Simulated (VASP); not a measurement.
Write the native input for VASP 6.6.1 that does the following.

```yaml
Task: single point
Functional: PBEsol
Potentials_or_basis: VASP PAW PBE potentials, release 64 (Cl)
Cutoff: 500 eV
k_mesh: 8 × 8 × 4
Occupations: gaussian, width 0.02 eV
Spin: no spin polarisation
Dipole_correction: no
Further_INCAR_settings: ALGO = Normal; EDIFF = 1e-06; NBANDS = 22
```

The structure of Cl lies in POSCAR:

```
Cl
1.0
    3.1393752000     -2.2423968000      0.0000000000
    3.1393752000      2.2423968000      0.0000000000
    0.0000000000      0.0000000000      9.0334664000
Cl
4
Direct
    0.1460974133      0.8539025867      0.1159233065
    0.6460974133      0.3539025867      0.3840766935
    0.8539025867      0.1460974133      0.8840766935
    0.3539025867      0.6460974133      0.6159233065
```

This cell differs from its parent crystal: strained.

One way to write it, as run:

INCAR

```
PREC     = Accurate       # precision mode
ENCUT    = 500            # plane-wave cutoff, eV
EDIFF    = 1E-6           # SCF threshold, eV
ISMEAR   = 0              # smearing method
SIGMA    = 0.02           # smearing width, eV
LREAL    = False          # projectors in reciprocal space
LASPH    = True           # aspherical terms in the spheres
NELM     = 120            # most SCF steps
ALGO     = Normal         # electronic algorithm
ISIF     = 2              # what is computed and relaxed
LWAVE    = False          # write WAVECAR
LCHARG   = True           # write CHGCAR
GGA      = PS             # functional
LELF     = True           # ELF
LVHAR    = True         
NBANDS   = 22             # bands
GGA_COMPAT= False
```

KPOINTS

```
regular mesh
0
Gamma
  8 8 4
```

Potentials or basis: VASP PAW PBE potentials, release 64 (Cl).

The run is started by

```bash
$ cat potpaw_PBE.64/Cl/POTCAR > POTCAR
$ mpirun -np 1 vasp_std > vasp.out
```

It gave:

```yaml
Pressure: -7.3 GPa
Largest_force: 2.212 eV/Å
Band_gap_on_the_k_mesh: 0.61 eV (least direct gap 0.62 eV)
```

Caveat: the cell differs from its parent crystal (strained); the stress differs along the axes, from -15 to 0 GPa; semilocal functionals underestimate gaps, and a narrow one can read as zero; this functional lacks dispersion, which holds the molecules together, so the pressure and a relaxed volume are unreliable; the PAW data sets were made with another functional, which shifts forces and pressure a little.

Wall time 2.7 min on 1 thread of Intel(R) Xeon(R) 6975P-C (Granite Rapids), with other jobs on the host, peak memory 0.27 GiB.
